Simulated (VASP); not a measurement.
# Si (a cell with a defect) in VASP: single point with PBE

Aim: the single point of Si (a cell with a defect) with PBE.

Program: VASP 6.6.1. These are calculated values, not measurements. Logs are shortened: lines on timing, memory, paths and dates and some standing lists are left out, and cuts for length are marked.

## (1) The cell of the first run

The cell holds a defect, 17 atoms: a = 7.679 Å, b = 7.679 Å, c = 7.679 Å, α = 60.00°, β = 60.00°, γ = 60.00°.

## (2) Single point, PBE

Input file INCAR:

```
SYSTEM = Si
PREC     = Accurate       ! precision mode
ENCUT    = 520            ! plane-wave cutoff, eV
EDIFF    = 1E-6           ! SCF threshold, eV
ISMEAR   = -1             ! smearing method
SIGMA    = 0.05           ! smearing width, eV
LREAL    = Auto         
LASPH    = .TRUE.         ! aspherical terms in the spheres
NELM     = 80             ! most SCF steps
ALGO     = Normal         ! electronic algorithm
ISIF     = 2              ! what is computed and relaxed
LWAVE    = .FALSE.        ! write WAVECAR
LCHARG   = .FALSE.        ! write CHGCAR
GGA      = PE             ! functional
NBANDS   = 48             ! bands
```

Input file KPOINTS:

```
regular mesh
0
G
  2 2 2
  0 0 0
```

Input file POSCAR:

```
Si
1.0
    0.0000000000      5.4300000000      5.4300000000
    5.4300000000      0.0000000000      5.4300000000
    5.4300000000      5.4300000000      0.0000000000
Si
17
Direct
   -0.0014337937      0.0004109576      0.0005470534
    0.1281309392      0.1215471455      0.1221720074
    0.0025693370     -0.0073825967      0.5024945672
    0.1282006446      0.1216619705      0.6282168508
    0.0022206262      0.5018990792     -0.0061429098
    0.1281000000      0.6280926335      0.1220869245
    0.0024466851      0.5020796501      0.5023794659
    0.1257755064      0.6242009208      0.6253740331
    0.5004633517      0.0003447514      0.0004454880
    0.6248810313      0.1251060773      0.1249523020
    0.5005334254      0.0003840700      0.4986380295
    0.6222818600      0.1214724678      0.6281214549
    0.5004255985      0.4987911602      0.0004119705
    0.6220154696      0.6280640884      0.1218307551
    0.4942780847      0.5017858195      0.5020333333
    0.6221880295      0.6280758748      0.6280990792
    0.8757182320      0.3742622468      0.3753443831
```

Potentials or basis: VASP PAW PBE potentials, release 64 (Si).

Command:

```bash
> cat potpaw_PBE.64/Si/POTCAR > POTCAR
> mpirun -np 1 vasp_std > vasp.out
```

OUTCAR:

```text
SYSTEM = Si
   PREC = Accurate
   ENCUT = 520
   EDIFF = 1E-6
   ISMEAR = -1
   LREAL = Auto
   LASPH = .TRUE.
   NELM = 80
   ISIF = 2
   GGA = PE

 ion  position               nearest neighbor table
   1  0.999  0.000  0.001-   6 2.33   2 2.33   4 2.33  10 2.34
   2  0.128  0.122  0.122-   1 2.33   9 2.33   3 2.38   5 2.38  17 2.75
   3  0.003  0.993  0.502-   8 2.31  12 2.38   2 2.38   4 2.39  17 2.39
   4  0.128  0.122  0.628-   1 2.33  11 2.33   3 2.39   7 2.39  17 2.74
   5  0.002  0.502  0.994-   8 2.31  14 2.38   6 2.38   2 2.38  17 2.39
   6  0.128  0.628  0.122-   1 2.33  13 2.33   7 2.38   5 2.38  17 2.75
   7  0.002  0.502  0.502-   8 2.31  16 2.38   6 2.38   4 2.39  17 2.39
   8  0.126  0.624  0.625-   3 2.31   7 2.31   5 2.31  15 2.31
   9  0.500  0.000  0.000-  14 2.33  12 2.33   2 2.33  10 2.34
  10  0.625  0.125  0.125-  13 2.34   1 2.34  11 2.34   9 2.34
  11  0.501  0.000  0.499-  16 2.33  12 2.33   4 2.33  10 2.34
  12  0.622  0.121  0.628-  11 2.33   9 2.33   3 2.38  15 2.38  17 2.75
  13  0.500  0.499  0.000-  14 2.33  16 2.33   6 2.33  10 2.34
  14  0.622  0.628  0.122-  13 2.33   9 2.33  15 2.38   5 2.38  17 2.75
  15  0.494  0.502  0.502-   8 2.31  14 2.38  16 2.38  12 2.38  17 2.39
  16  0.622  0.628  0.628-  11 2.33  13 2.33   7 2.38  15 2.38  17 2.75
  17  0.876  0.374  0.375-  15 2.39   5 2.39   7 2.39   3 2.39   4 2.74   2 2.75   6 2.75  12 2.75
                            16 2.75  14 2.75

  LATTYP: Found a face centered cubic cell.
 ALAT       =    10.8600000000

  Lattice vectors:

 A1 = (   0.0000000000,   5.4300000000,   5.4300000000)
 A2 = (   5.4300000000,   0.0000000000,   5.4300000000)
 A3 = (   5.4300000000,   5.4300000000,   0.0000000000)

Analysis of symmetry for initial positions (statically):
=====================================================================
 Subroutine PRICEL returns:
 Original cell was already a primitive cell.

 Routine SETGRP: Setting up the symmetry group for a
 face centered cubic supercell.

 Subroutine GETGRP returns: Found  1 space group operations
 (whereof  1 operations were pure point group operations)
 out of a pool of 48 trial point group operations.

The static configuration has the point symmetry C_1 .

Analysis of symmetry for dynamics (positions and initial velocities):
=====================================================================
 Subroutine PRICEL returns:
 Original cell was already a primitive cell.

 Routine SETGRP: Setting up the symmetry group for a
 face centered cubic supercell.

 Subroutine GETGRP returns: Found  1 space group operations
 (whereof  1 operations were pure point group operations)
 out of a pool of 48 trial point group operations.

The dynamic configuration has the point symmetry C_1 .

 Subroutine INISYM returns: Found  1 space group operations
 (whereof  1 operations are pure point group operations),
 and found     1 'primitive' translations

----------------------------------------------------------------------------------------

                                     Primitive cell

  volume of cell :     320.2060

  direct lattice vectors                    reciprocal lattice vectors
     0.000000000  5.430000000  5.430000000    -0.092081031  0.092081031  0.092081031
     5.430000000  0.000000000  5.430000000     0.092081031 -0.092081031  0.092081031
     5.430000000  5.430000000  0.000000000     0.092081031  0.092081031 -0.092081031

  length of vectors
     7.679179644  7.679179644  7.679179644     0.159489025  0.159489025  0.159489025

  position of ions in fractional coordinates (direct lattice)
     0.998566206  0.000410958  0.000547053
     0.128130939  0.121547146  0.122172007
     0.002569337  0.992617403  0.502494567
     0.128200645  0.121661970  0.628216851
     0.002220626  0.501899079  0.993857090
     0.128100000  0.628092634  0.122086925
[... 9 lines left out ...]
     0.622188030  0.628075875  0.628099079
     0.875718232  0.374262247  0.375344383

  ion indices of the primitive-cell ions
   primitive index   ion index
                 1           1
                 2           2
                 3           3
                 4           4
                 5           5
                 6           6
[... 9 lines left out ...]
                16          16
                17          17

----------------------------------------------------------------------------------------

 KPOINTS: regular mesh

Automatic generation of k-mesh.
 Grid dimensions read from file:
 generate k-points for:    2    2    2

 Generating k-lattice:

  Cartesian coordinates                     Fractional coordinates (reciprocal lattice)
    -0.046040516  0.046040516  0.046040516     0.500000000  0.000000000  0.000000000
     0.046040516 -0.046040516  0.046040516     0.000000000  0.500000000  0.000000000
     0.046040516  0.046040516 -0.046040516     0.000000000  0.000000000  0.500000000

  Length of vectors
     0.079744512  0.079744512  0.079744512

  Shift w.r.t. Gamma in fractional coordinates (k-lattice)
     0.000000000  0.000000000  0.000000000

 Subroutine IBZKPT returns following result:
 ===========================================

 Found      8 irreducible k-points:

 Following reciprocal coordinates:
            Coordinates               Weight
  0.000000  0.000000  0.000000      1.000000
  0.500000  0.000000  0.000000      1.000000
  0.000000  0.500000  0.000000      1.000000
  0.000000  0.000000  0.500000      1.000000
  0.500000  0.500000  0.500000      1.000000
  0.500000  0.500000  0.000000      1.000000
  0.000000  0.500000  0.500000      1.000000
  0.500000  0.000000  0.500000      1.000000
   k-points           NKPTS =      8   k-points in BZ     NKDIM =      8   number of bands    NBANDS=     48
   number of dos      NEDOS =    301   number of ions     NIONS =     17
   total plane-waves  NPLWV = 216000
   dimension x,y,z NGX =    60 NGY =   60 NGZ =   60
   dimension x,y,z NGXF=   120 NGYF=  120 NGZF=  120
   ions per type =              17
   NGX,Y,Z   is equivalent  to a cutoff of  12.99, 12.99, 12.99 a.u.
   NGXF,Y,Z  is equivalent  to a cutoff of  25.98, 25.98, 25.98 a.u.
 SYSTEM =  Si
   PREC   = accura    normal or accurate (medium, high low for compatibility)
   ISTART =      0    job   : 0-new  1-cont  2-samecut
   ICHARG =      2    charge: 1-file 2-atom 10-const
   ISPIN  =      1    spin polarized calculation?
   LNONCOLLINEAR =      F non collinear calculations
   LSORBIT =      F    spin-orbit coupling
   LASPH  =      T    aspherical Exc in radial PAW
   ENCUT  =  520.0 eV  38.22 Ry    6.18 a.u.  14.28 14.28 14.28*2*pi/ulx,y,z
   NELM   =     80;   NELMIN=  2; NELMDL= -5     # of ELM steps
   EDIFF  = 0.1E-05   stopping-criterion for ELM
   LREAL  =      T    real-space projection
   EDIFFG = 0.1E-04   stopping-criterion for IOM
   NSW    =      0    number of steps for IOM
   IBRION =     -1    ionic relax: 0-MD 1-quasi-New 2-CG
   NFREE  =      0    steps in history (QN), initial steepest desc. (CG)
   ISIF   =      2    stress and relaxation
   ISYM   =      2    0-nonsym 1-usesym 2-fastsym
   POTIM  = 0.5000    time-step for ionic-motion
   TEBEG  =    0.0;   TEEND  =   0.0 temperature during run
   PSTRESS=    0.0 pullay stress
   NELECT =      68.0000    total number of electrons
   NUPDOWN=      -1.0000    fix difference up-down
   EMIN   =  10.00;   EMAX   =-10.00  energy-range for DOS
   EFERMI =   0.00;   METHOD = LEGACY
   ISMEAR =    -1;   SIGMA  =   0.05  broadening in eV -4-tet -1-fermi 0-gaus
   EFERMI_NEDOS =   21; number of points for ismear=-14 and -15
   IALGO  =     38    algorithm
   IMIX   =      4    mixing-type and parameters
     AMIX     =   0.40;   BMIX     =  1.00
     AMIX_MAG =   1.60;   BMIX_MAG =  1.00
  volume/ion in A,a.u.               =      18.84       127.11
  Fermi-wavevector in a.u.,A,eV,Ry     =   0.976715  1.845724 12.979587  0.953973
  Thomas-Fermi vector in A             =   2.107356
   LORBIT       =      0    0 simple, 1 ext, 2 COOP (PROOUT), +10 PAW based schemes
   GGA     = PE    functional components
   LHFCALC =     F    Hartree Fock is set to
   AEXX    =    0.0000 exact exchange contribution
   IVDW    =     0    specifies the selected vdW correction
   LEPSILON=     F    determine dielectric tensor
   LRPA    =     F    only Hartree local field effects (RPA)
 non-spin polarized calculation
  energy-cutoff  :      520.00
  volume of cell :      320.21
 maximum number of plane-waves:      8646
 NGX is ok and might be reduce to    60
   NGX = 29   NGY = 29   NGZ = 29

 number of electron      68.0000001 magnetization

 Free energy of the ion-electron system (eV)
  ---------------------------------------------------
  ext. energy  EPLUGINS =         0.00000000
  ---------------------------------------------------
  free energy    TOTEN  =       -88.01336849 eV

  energy without entropy =      -87.97935147  energy(sigma->0) =      -87.99635998

 E-fermi :   6.8802     XC(G=0):  -9.6752

 val. band max:        6.6771467667   @ k =   0.0000   0.0000   0.0000
 cond. band min:       6.9248647353   @ k =   0.5000   0.0000   0.5000
 fundamental gap:      0.2477179685
 Fermi energy:         6.8802014270

 k-point     1 :       0.0000    0.0000    0.0000
  band No.  band energies     occupation
      1      -6.3182      2.00000
      2      -3.7742      2.00000
      3      -3.6282      2.00000
      4      -3.6272      2.00000
      5      -3.6264      2.00000
      6      -2.8120      2.00000
[... 38 lines left out ...]
     45       8.1204      0.00000
     46       9.0612      0.00000

 k-point     2 :       0.5000    0.0000    0.0000
  band No.  band energies     occupation
      1      -5.9162      2.00000
      2      -4.9553      2.00000
      3      -3.5730      2.00000
      4      -3.4266      2.00000
      5      -3.4245      2.00000
      6      -2.9581      2.00000
[... 286 lines left out ...]
 k-point     8 :       0.5000    0.0000    0.5000
  band No.  band energies     occupation
      1      -5.7822      2.00000
      2      -4.7248      2.00000
      3      -3.9915      2.00000
      4      -3.8778      2.00000
      5      -3.8765      2.00000
      6      -3.6301      2.00000
[... 38 lines left out ...]
     45      10.1218      0.00000
     46      10.1265      0.00000
 [bands above 46 left out]

------------------------ aborting loop because EDIFF is reached ----------------------------------------

  FORCE on cell =-STRESS in cart. coord.  units (eV):
  Direction    XX          YY          ZZ          XY          YZ          ZX
  --------------------------------------------------------------------------------------
  -------------------------------------------------------------------------------------
  Total       10.6296794     10.6268510     10.6293894      0.0016646      0.0028403     -0.0112264
  in kB       53.1864821     53.1723297     53.1850310      0.0083292      0.0142118     -0.0561725
  external PRESSURE =      53.1812809 kB  Pullay stress =       0.0000000 kB

 VOLUME and BASIS-vectors are now :
 -----------------------------------------------------------------------------
  energy-cutoff  :      520.00
  volume of cell :      320.21
      direct lattice vectors                 reciprocal lattice vectors
     0.000000000  5.430000000  5.430000000    -0.092081031  0.092081031  0.092081031
     5.430000000  0.000000000  5.430000000     0.092081031 -0.092081031  0.092081031
     5.430000000  5.430000000  0.000000000     0.092081031  0.092081031 -0.092081031

 POSITION                                       TOTAL-FORCE (eV/Angst)
 -----------------------------------------------------------------------------------
      0.00520      5.42519      5.42445         0.012009     -0.011168     -0.012635
      1.32340      1.35915      1.35575         0.015150     -0.001201      0.003404
      8.11846      2.74250      5.40386         0.004225     -0.002497      0.004703
      4.07184      4.10735      1.35675         0.000733     -0.013642      0.001140
      8.12196      5.40870      2.73737        -0.007839     -0.005037      0.006889
      4.07347      1.35852      4.10613        -0.002481      0.000354     -0.016812
[... 9 lines left out ...]
      6.82103      6.78906      6.78893        -0.018980     -0.000794     -0.003008
      4.07036      6.79327      6.78739        -0.000171      0.000934     -0.000219
 -----------------------------------------------------------------------------------
    total drift:                                0.004087     -0.008884      0.000881

  FREE ENERGIE OF THE ION-ELECTRON SYSTEM (eV)
  ---------------------------------------------------
  free  energy   TOTEN  =       -88.0133684878 eV

  energy  without entropy=      -87.9793514747  energy(sigma->0) =      -87.99635998
```

Run time: 7.6 min. Hardware: 1 thread of AMD EPYC 7R13, shared host; peak memory 0.44 GiB.

Results:

```
Free energy            : -88.0134 eV
Pressure               : 5.3 GPa
Largest force          : 0.024 eV/Å
Band gap on the k mesh : zero (bands 34 and 35 overlap by 0.25 eV)
```

Forces in eV/Å, atoms in the order of the input:
```
Si   0.012 -0.011 -0.013
Si   0.015 -0.001  0.003
Si   0.004 -0.002  0.005
Si   0.001 -0.014  0.001
Si  -0.008 -0.005  0.007
Si  -0.002  0.000 -0.017
Si  -0.001  0.003 -0.001
Si   0.000 -0.001  0.000
Si   0.013  0.012  0.013
Si  -0.001  0.003  0.000
Si  -0.013 -0.012  0.013
Si   0.003 -0.002  0.017
Si  -0.014  0.013 -0.014
Si   0.000  0.024 -0.001
Si   0.009 -0.009 -0.010
Si  -0.019 -0.001 -0.003
Si   0.000  0.001  0.000
```

Caveat: the k points lie up to 0.50 Å⁻¹ apart.
